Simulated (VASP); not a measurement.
# RuS (F-43m) in VASP: settings compared, part 2 of 2

VASP 6.6.1.

**4. Single point, PBE**

INCAR

```
SYSTEM = RuS
ALGO     = Normal         ! electronic algorithm
EDIFF    = 1E-6           ! SCF threshold, eV
ENCUT    = 520            ! plane-wave cutoff, eV
GGA      = PE             ! functional
ISIF     = 2              ! what is computed and relaxed
ISMEAR   = 0              ! smearing method
LASPH    = .TRUE.         ! aspherical terms in the spheres
LCHARG   = .FALSE.        ! write CHGCAR
LREAL    = .FALSE.        ! projectors in reciprocal space
LWAVE    = .FALSE.        ! write WAVECAR
NBANDS   = 17             ! bands
NELM     = 80             ! most SCF steps
PREC     = Accurate       ! precision mode
SIGMA    = 0.05           ! smearing width, eV
```

KPOINTS

```
k-points
0
G
  10 10 10
  0 0 0
```

POSCAR

```
RuS
1.0
    0.0000000000      2.6005202394      2.6005202394
    2.6005202394      0.0000000000      2.6005202394
    2.6005202394      2.6005202394      0.0000000000
Ru S
1 1
Direct
    0.0000000000      0.0000000000      0.0000000000
    0.2500000000      0.2500000000      0.2500000000
```

Potentials or basis: VASP PAW PBE potentials, release 64 (Ru_pv, S).

Started as:

```
$ cat potpaw_PBE.64/Ru_pv/POTCAR potpaw_PBE.64/S/POTCAR > POTCAR
$ mpirun -np 1 vasp_std > vasp.out
```

OUTCAR:

```text
SYSTEM = RuS
   EDIFF = 1E-6
   ENCUT = 520
   GGA = PE
   ISIF = 2
   ISMEAR = 0
   LASPH = .TRUE.
   LREAL = .FALSE.
   NELM = 80
   PREC = Accurate

 ion  position               nearest neighbor table
   1  0.000  0.000  0.000-   2 2.25   2 2.25   2 2.25   2 2.25
   2  0.250  0.250  0.250-   1 2.25   1 2.25   1 2.25   1 2.25

  LATTYP: Found a face centered cubic cell.
 ALAT       =     5.2010404788

  Lattice vectors:

 A1 = (   0.0000000000,   2.6005202394,   2.6005202394)
 A2 = (   2.6005202394,   0.0000000000,   2.6005202394)
 A3 = (   2.6005202394,   2.6005202394,   0.0000000000)

Analysis of symmetry for initial positions (statically):
=====================================================================
 Subroutine PRICEL returns:
 Original cell was already a primitive cell.

 Routine SETGRP: Setting up the symmetry group for a
 face centered cubic supercell.

 Subroutine GETGRP returns: Found 24 space group operations
 (whereof 24 operations were pure point group operations)
 out of a pool of 48 trial point group operations.

The static configuration has the point symmetry T_d .

Analysis of symmetry for dynamics (positions and initial velocities):
=====================================================================
 Subroutine PRICEL returns:
 Original cell was already a primitive cell.

 Routine SETGRP: Setting up the symmetry group for a
 face centered cubic supercell.

 Subroutine GETGRP returns: Found 24 space group operations
 (whereof 24 operations were pure point group operations)
 out of a pool of 48 trial point group operations.

The dynamic configuration has the point symmetry T_d .

 Subroutine INISYM returns: Found 24 space group operations
 (whereof 24 operations are pure point group operations),
 and found     1 'primitive' translations

----------------------------------------------------------------------------------------

                                     Primitive cell

  volume of cell :      35.1731
[... 102 lines left out ...]
   EMIN   =  10.00;   EMAX   =-10.00  energy-range for DOS
   EFERMI =   0.00;   METHOD = LEGACY
   ISMEAR =     0;   SIGMA  =   0.05  broadening in eV -4-tet -1-fermi 0-gaus
   EFERMI_NEDOS =   21; number of points for ismear=-14 and -15
   IALGO  =     38    algorithm
   IMIX   =      4    mixing-type and parameters
     AMIX     =   0.40;   BMIX     =  1.00
     AMIX_MAG =   1.60;   BMIX_MAG =  1.00
  volume/ion in A,a.u.               =      17.59       118.68
  Fermi-wavevector in a.u.,A,eV,Ry     =   1.356276  2.562989 25.027690  1.839483
  Thomas-Fermi vector in A             =   2.483292
   LORBIT       =      0    0 simple, 1 ext, 2 COOP (PROOUT), +10 PAW based schemes
   GGA     = PE    functional components
   LHFCALC =     F    Hartree Fock is set to
   AEXX    =    0.0000 exact exchange contribution
   IVDW    =     0    specifies the selected vdW correction
   LEPSILON=     F    determine dielectric tensor
   LRPA    =     F    only Hartree local field effects (RPA)
 non-spin polarized calculation
 Gauss-broadening in eV      SIGMA  =   0.05
  energy-cutoff  :      520.00
  volume of cell :       35.17
 maximum number of plane-waves:       962
   NGX = 13   NGY = 13   NGZ = 13

 number of electron      19.9999998 magnetization

 Free energy of the ion-electron system (eV)
  ---------------------------------------------------
  ext. energy  EPLUGINS =         0.00000000
  ---------------------------------------------------
  free energy    TOTEN  =       -13.65882801 eV

  energy without entropy =      -13.65674956  energy(sigma->0) =      -13.65778878

 E-fermi :   8.0923     XC(G=0): -11.1488

 val. band max:        8.0754893676   @ k =  -0.3000   0.4000   0.1000
 cond. band min:       8.1107770441   @ k =   0.4000   0.3000   0.1000
 fundamental gap:      0.0352876765
 Fermi energy:         8.0923195680

 k-point     1 :       0.0000    0.0000    0.0000
  band No.  band energies     occupation
      1     -34.7833      2.00000
      2     -34.7833      2.00000
      3     -34.7833      2.00000
      4      -7.2710      2.00000
      5       1.9200      2.00000
      6       1.9200      2.00000
[... 457 lines left out ...]
      4      -6.3434      2.00000
      5       1.1355      2.00000
      6       2.8316      2.00000
[... 9 lines left out ...]
     16      18.6101      0.00000
     17      19.8651      0.00000

 [... further k-points ...]
[... 5 lines left out ...]
  --------------------------------------------------------------------------------------
  -------------------------------------------------------------------------------------
  Total       -0.0404275     -0.0404275     -0.0404275      0.0000000      0.0000000      0.0000000
  in kB       -1.8415192     -1.8415192     -1.8415192      0.0000000      0.0000000      0.0000000
  external PRESSURE =      -1.8415192 kB  Pullay stress =       0.0000000 kB

 VOLUME and BASIS-vectors are now :
 -----------------------------------------------------------------------------
  energy-cutoff  :      520.00
  volume of cell :       35.17
      direct lattice vectors                 reciprocal lattice vectors
     0.000000000  2.600520239  2.600520239    -0.192269221  0.192269221  0.192269221
     2.600520239  0.000000000  2.600520239     0.192269221 -0.192269221  0.192269221
     2.600520239  2.600520239  0.000000000     0.192269221  0.192269221 -0.192269221

 POSITION                                       TOTAL-FORCE (eV/Angst)
 -----------------------------------------------------------------------------------
      0.00000      0.00000      0.00000        -0.000000     -0.000000     -0.000000
      1.30026      1.30026      1.30026         0.000000      0.000000      0.000000
 -----------------------------------------------------------------------------------
    total drift:                               -0.000000     -0.000000     -0.000001

  FREE ENERGIE OF THE ION-ELECTRON SYSTEM (eV)
  ---------------------------------------------------
  free  energy   TOTEN  =       -13.6588280067 eV

  energy  without entropy=      -13.6567495619  energy(sigma->0) =      -13.65778878
```

stdout:

```text
POSCAR found type information on POSCAR RuS
 POSCAR found :  2 types and       2 ions
 scaLAPACK will be used
 LDA part: xc-table for (Slater+PW92), standard interpolation
 POSCAR, INCAR and KPOINTS ok, starting setup
 FFT: planning ... GRIDC
 FFT: planning ... GRID_SOFT
 FFT: planning ... GRID
 WAVECAR not read
 entering main loop
```

Run time: 26 s. Hardware: 1 thread of Intel Xeon Platinum 8375C at 2.90GHz (Ice Lake), shared host; peak memory 0.17 GiB.

Results:

```
Free energy            : -13.6588 eV
Pressure               : -0.2 GPa
Band gap on the k mesh : zero (band 10 reaches 10.49 eV, above the bottom of band 11 at 7.59 eV)
```

**5. Single point, LDA**

INCAR

```
SYSTEM = RuS
PREC = Accurate
ENCUT = 520
EDIFF = 1E-6
ISMEAR = 0
SIGMA = 0.05
LREAL = .False.
LASPH = .True.
NELM = 80
ALGO = Normal
ISIF = 2
LWAVE = .False.
LCHARG = .False.
GGA = CA
NBANDS = 17
```

KPOINTS

```
Automatic mesh
0
Gamma
  10 10 10
  0 0 0
```

POSCAR is that of step 4.

Potentials or basis: VASP PAW LDA potentials, release 64 (Ru_pv, S).

Started as:

```
$ cat potpaw_LDA.64/Ru_pv/POTCAR potpaw_LDA.64/S/POTCAR > POTCAR
$ mpirun -np 1 vasp_std > vasp.out
```

OUTCAR:

```text
SYSTEM = RuS
   PREC = Accurate
   ENCUT = 520
   EDIFF = 1E-6
   ISMEAR = 0
   LREAL = .False.
   LASPH = .True.
   NELM = 80
   ISIF = 2
   GGA = CA

 ion  position               nearest neighbor table
   1  0.000  0.000  0.000-   2 2.25   2 2.25   2 2.25   2 2.25
   2  0.250  0.250  0.250-   1 2.25   1 2.25   1 2.25   1 2.25

  LATTYP: Found a face centered cubic cell.
 ALAT       =     5.2010404788

  Lattice vectors:

 A1 = (   0.0000000000,   2.6005202394,   2.6005202394)
 A2 = (   2.6005202394,   0.0000000000,   2.6005202394)
 A3 = (   2.6005202394,   2.6005202394,   0.0000000000)
[... 647 lines left out ...]
      4      -6.4313      2.00000
      5       0.9346      2.00000
      6       2.6554      2.00000
[... 9 lines left out ...]
     16      18.3937      0.00000
     17      19.5736      0.00000

 [... further k-points ...]
[... 5 lines left out ...]
  --------------------------------------------------------------------------------------
  -------------------------------------------------------------------------------------
  Total       -1.8756863     -1.8756863     -1.8756863      0.0000000      0.0000000      0.0000000
  in kB      -85.4397727    -85.4397727    -85.4397727      0.0000000      0.0000000      0.0000000
  external PRESSURE =     -85.4397727 kB  Pullay stress =       0.0000000 kB

 VOLUME and BASIS-vectors are now :
 -----------------------------------------------------------------------------
  energy-cutoff  :      520.00
  volume of cell :       35.17
      direct lattice vectors                 reciprocal lattice vectors
     0.000000000  2.600520239  2.600520239    -0.192269221  0.192269221  0.192269221
     2.600520239  0.000000000  2.600520239     0.192269221 -0.192269221  0.192269221
     2.600520239  2.600520239  0.000000000     0.192269221  0.192269221 -0.192269221

 POSITION                                       TOTAL-FORCE (eV/Angst)
 -----------------------------------------------------------------------------------
      0.00000      0.00000      0.00000         0.000000      0.000000      0.000000
      1.30026      1.30026      1.30026        -0.000000     -0.000000     -0.000000
 -----------------------------------------------------------------------------------
    total drift:                               -0.000001     -0.000001     -0.000001

  FREE ENERGIE OF THE ION-ELECTRON SYSTEM (eV)
  ---------------------------------------------------
  free  energy   TOTEN  =       -15.7392330172 eV

  energy  without entropy=      -15.7372790871  energy(sigma->0) =      -15.73825605
```

OSZICAR:

```text
N       E                     dE             d eps       ncg     rms          rms(c)
DAV:   1     0.155917662606E+03    0.15592E+03   -0.11195E+04  1598   0.113E+03
DAV:   2    -0.117583726652E+02   -0.16768E+03   -0.16358E+03  1776   0.317E+02
DAV:   3    -0.162094702530E+02   -0.44511E+01   -0.44155E+01  2133   0.536E+01
DAV:   4    -0.162452938593E+02   -0.35824E-01   -0.35811E-01  1871   0.492E+00
DAV:   5    -0.162458961751E+02   -0.60232E-03   -0.60225E-03  2226   0.578E-01    0.162E+01
DAV:   6    -0.158428204773E+02    0.40308E+00   -0.23538E+00  1709   0.143E+01    0.706E+00
DAV:   7    -0.157597404713E+02    0.83080E-01   -0.41295E-01  1782   0.632E+00    0.516E+00
DAV:   8    -0.157392610283E+02    0.20479E-01   -0.40211E-02  1924   0.166E+00    0.471E-01
DAV:   9    -0.157392230659E+02    0.37962E-04   -0.13528E-03  1933   0.274E-01    0.318E-01
DAV:  10    -0.157392397721E+02   -0.16706E-04   -0.65951E-05  1891   0.682E-02    0.275E-02
DAV:  11    -0.157392329752E+02    0.67969E-05   -0.25440E-05  1870   0.479E-02    0.794E-03
DAV:  12    -0.157392330172E+02   -0.41976E-07   -0.10562E-06  1160   0.833E-03
   1 F= -.15739233E+02 E0= -.15738256E+02  d E =-.195393E-02
```

stdout:

```text
POSCAR found type information on POSCAR RuS
 POSCAR found :  2 types and       2 ions
 scaLAPACK will be used
 LDA part: xc-table for (Slater(with rela. corr.)+CA(PZ))
 , standard interpolation
 POSCAR, INCAR and KPOINTS ok, starting setup
 FFT: planning ... GRIDC
 FFT: planning ... GRID_SOFT
 FFT: planning ... GRID
 WAVECAR not read
 entering main loop
```

Wall time 35 s (1 thread of Intel Xeon Platinum 8375C at 2.90GHz (Ice Lake), shared host); peak memory 0.15 GiB.

What came out:

| Item | Value |
| --- | --- |
| Free energy | -15.7392 eV |
| Pressure | -8.5 GPa |
| Band gap on the k mesh | zero (band 10 reaches 10.20 eV, above the bottom of band 11 at 7.36 eV) |

**6. Summary**

```csv
level,potentials or basis,gap on the mesh (eV),pressure (GPa)
PBE,"VASP PAW PBE potentials, release 64 (Ru_pv, S)",none,-0.2
PBEsol,"VASP PAW PBE potentials, release 64 (Ru_pv, S)",none,-5.6
LDA,"VASP PAW LDA potentials, release 64 (Ru_pv, S)",none,-8.5
```

Alike in all rows: task single point; no spin polarisation; cell as given; k mesh 10 × 10 × 10; cutoff (eV) 520; smearing gaussian 0.05 eV.

Caveats: the PAW data sets were made with another functional, which shifts forces and pressure a little (some runs).

Total energies depend on the potentials used, so only differences within one code and one set of settings carry meaning.
